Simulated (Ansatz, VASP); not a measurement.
## InGa3P4: VASP beside Ansatz

```xyz
8
Lattice="5.6209 0.0000 0.0000 0.0000 5.6209 0.0000 0.0000 0.0000 5.6209" Properties=species:S:1:pos:R:3 pbc="T T T"
In    2.8104    2.8104    2.8104
Ga    0.0000    0.0000    2.8104
Ga    0.0000    2.8104    0.0000
Ga    2.8104    0.0000    0.0000
P     4.2720    4.2720    4.2720
P     4.2720    1.3489    1.3489
P     1.3489    4.2720    1.3489
P     1.3489    1.3489    4.2720
```

Alike in both runs: functional PBE; k mesh 4 × 4 × 4; occupations gaussian, width 0.1 eV; no spin polarisation.

Ansatz relaxed the structure, and its values are those at the end. VASP's run is a single point on that final structure, the one shown.

|  | VASP | Ansatz |
| --- | --- | --- |
| version | VASP 6.6.1 | Ansatz 0.2.0 |
| potentials or method | VASP PAW PBE potentials, release 64 (In_d, Ga_d, P), cutoff 520 eV | scalar-relativistic, plane waves, PAW |
| valence electrons in the cell | 72 | 72 |

|  | VASP | Ansatz | Ansatz less VASP |
| --- | --- | --- | --- |
| gap on the k mesh at the Fermi level (eV) | 1.04 | 1.04 | +0.004 |
| least direct gap on the mesh (eV) | 1.04 | 1.04 | +0.004 |
| pressure (GPa) | 0.0 | 0.0 | +0.02 |
